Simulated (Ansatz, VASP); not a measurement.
**Two plane-wave programs on CdH2O2**

POSCAR

```
CdH2O2
1.0
    3.5155260000      0.0000000000      0.0000000000
   -1.7577630000      3.0445350000      0.0000000000
    0.0000000000      0.0000000000      4.6429790000
Cd H O
1 2 2
Direct
    0.0000000000      0.0000000000      0.0000000000
    0.6666666667      0.3333333333      0.5509610000
    0.3333333333      0.6666666667      0.4490390000
    0.6666666667      0.3333333333      0.7593720000
    0.3333333333      0.6666666667      0.2406280000
```

The input INCAR.step1:

```
SYSTEM = CdH2O2
PREC = Accurate ; ENCUT = 660
ISMEAR = 0 ; SIGMA = 0.01
LREAL = .False. ; LASPH = .True.
NELM = 120 ; NBANDS = 25
GGA = PE ; ALGO = Normal
EDIFF = 1E-5 ; LWAVE = .True.
LCHARG = .False. ; GGA_COMPAT = .False.
```

File INCAR.step2:

```
SYSTEM = CdH2O2
PREC = Accurate ; ENCUT = 660
EDIFF = 1E-6 ; ISMEAR = 0
SIGMA = 0.01 ; LREAL = .False.
LASPH = .True. ; NELM = 120
ALGO = Normal ; ISIF = 2
LWAVE = .False. ; LCHARG = .False.
METAGGA = R2SCAN ; LMIXTAU = .True.
NBANDS = 25 ; ISTART = 1
GGA_COMPAT = .False.
```

Contents of KPOINTS:

```
Automatic mesh
0
Gamma
  6 6 4
  0 0 0
```

Input for Ansatz:

```yaml
crystal:
  lattice:
    - [3.515526, 0.0, 0.0]
    - [-1.757763, 3.044535, 0.0]
    - [0.0, 0.0, 4.642979]
  atoms:
    - { symbol: Cd, position: [0.0, 0.0, 0.0] }
    - { symbol: H, position: [0.6666666666666666, 0.3333333333333333, 0.550961] }
    - { symbol: H, position: [0.3333333333333333, 0.6666666666666666, 0.449039] }
    - { symbol: O, position: [0.6666666666666666, 0.3333333333333333, 0.759372] }
    - { symbol: O, position: [0.3333333333333333, 0.6666666666666666, 0.240628] }
kpoints:
  mp_grid:
    grid: [6, 6, 4]
hamiltonian:
  xc: r2scan
scf:
  occupations:
    method: fixed
output:
  forces: true
  stress: true
```

Alike in both runs: task single point; functional r2SCAN; k mesh 6 × 6 × 4; no spin polarisation.

|  | VASP | Ansatz |
| --- | --- | --- |
| version | VASP 6.6.1 | Ansatz 0.2.0 |
| potentials or method | VASP PAW PBE potentials, release 64 (Cd_sv_GW, H, O) | plane waves, PAW |
| plane-wave cutoff (eV) | 660 | 500 |
| occupations | gaussian, width 0.01 eV | fixed |
| valence electrons in the cell | 34 | 34 |

VASP gave:

| Quantity | Value |
| --- | --- |
| pressure (GPa) | -0.9 |
| traceless stress, the component that is largest in VASP (GPa) | 0.00 |
| rms of the force components (eV/Å) | 0.037 |

Question: What did Ansatz give for the same quantities?

Answer: Pressure (GPa): -0.7; traceless stress, the component that is largest in VASP (GPa): -0.73; rms of the force components (eV/Å): 0.063.

VASP's potentials were made for PBE, not for r2SCAN. Atom by atom the forces differ by 0.081 eV/Å (rms over components).
